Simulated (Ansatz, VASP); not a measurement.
# Two plane-wave programs on SiNi

```
Si Ni
1.0
     5.15409    0.00000    0.00000
     0.00000    3.37549    0.00000
     0.00000    0.00000    5.61971
Si Ni
4 4
Direct
  0.32125 0.75000 0.08408
  0.17875 0.25000 0.58408
  0.82125 0.75000 0.41592
  0.67875 0.25000 0.91592
  0.00822 0.25000 0.13510
  0.49178 0.75000 0.63510
  0.50822 0.25000 0.25813
  0.99178 0.75000 0.75813
```

Change from the starting cell: all Ni atoms moved -0.300 Å, as atom 5 along Cartesian [0 0 1].

Alike in both runs: task single point; functional PBE; k mesh 8 × 12 × 8; occupations gaussian, width 0.15 eV; no spin polarisation.

|  | VASP | Ansatz |
| --- | --- | --- |
| version | VASP 6.6.1 | Ansatz 0.2.0 |
| potentials or method | VASP PAW PBE potentials, release 64 (Si, Ni), cutoff 520 eV | scalar-relativistic, plane waves, PAW |
| valence electrons in the cell | 56 | 88 |

|  | VASP | Ansatz | Ansatz less VASP |
| --- | --- | --- | --- |
| gap on the k mesh at the Fermi level (eV) | none | none | - |
| pressure (GPa) | 6.9 | 7.0 | +0.12 |
| traceless stress, the component that is largest in VASP (GPa) | -1.94 | -1.82 | +0.118 |
| rms of the force components (eV/Å) | 1.539 | 1.529 | -0.0097 |

Atom by atom the forces differ by 0.011 eV/Å (rms over components). A gap of «none» marks a metal or a gap that the smearing closes. VASP's potentials hold 56 valence electrons a cell and Ansatz's 88, so a difference there can come from the potentials and not from the codes.
